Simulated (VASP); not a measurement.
GaN:

```
CELL_PARAMETERS angstrom
-0.00527 2.10852 2.10852
2.10852 -0.00527 2.10852
2.10324 2.10324 0.00000
ATOMIC_POSITIONS crystal
Ga 0.00000 0.00000 0.00000
N 0.50000 0.50000 0.50000
```

This cell differs from its parent crystal: shear xy strain -0.5%.

Base run:

| Quantity | Value |
| --- | --- |
| Program | VASP 6.6.1 |
| Functional | PBE |
| Potentials or basis | VASP PAW PBE potentials, release 64 (Ga_d, N) |
| Cutoff | 520 eV |
| k mesh | 10 × 10 × 10 |
| Occupations | fermi-dirac, width 0.02 eV |
| Spin | no spin polarisation |

Its results: band gap on the k mesh 0.64 eV, indirect (least direct gap 2.80 eV); pressure 9.1 GPa.

Q: The run is repeated on the same cell with these changes: functional from PBE to r2SCAN; occupations from fermi-dirac, width 0.02 eV to gaussian, width 0.01 eV. What comes out?

A: Band gap on the k mesh 1.16 eV, indirect (least direct gap 3.37 eV); pressure 1.3 GPa.

Caveats: the PAW data sets were made with another functional, which shifts forces and pressure a little (some runs).

A k mesh can miss the band edges.
